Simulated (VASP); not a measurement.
A run of VASP 6.6.1:

INCAR

```
PREC = Accurate
ENCUT = 520
EDIFF = 1E-6
ISMEAR = 0
SIGMA = 0.02
LREAL = False
LASPH = True
NELM = 80
ALGO = Normal
ISIF = 2
LWAVE = False
LCHARG = False
GGA = PE
IVDW = 12
NBANDS = 20
```

KPOINTS

```
regular mesh
0
Gamma
  12 12 6
```

The input POSCAR:

```
MoS2
1.0
    2.9476106781      0.0000000000      0.0000000000
   -1.4738053390      2.5527057277      0.0000000000
    0.0000000000      0.0000000000      5.8975018044
Mo S
1 2
Direct
    0.0000000000      0.0000000000      0.0000000000
    0.3333333333      0.6666666667      0.2684925038
    0.3333333333      0.6666666667      0.7315074962
```

Potentials or basis: VASP PAW PBE potentials, release 64 (Mo_sv, S).

Run with:

```console
$ cat potpaw_PBE.64/Mo_sv/POTCAR potpaw_PBE.64/S/POTCAR > POTCAR
$ mpirun -np 1 vasp_std > vasp.out
```

Hardware: 1 thread of Intel Xeon 8259CL (shared host).

How long does it take, and how much memory?

Run time: 2.4 min on 1 thread of Intel Xeon 8259CL, with other jobs on the host, peak memory 0.22 GiB. Counts: scf iterations 14, k points 76.
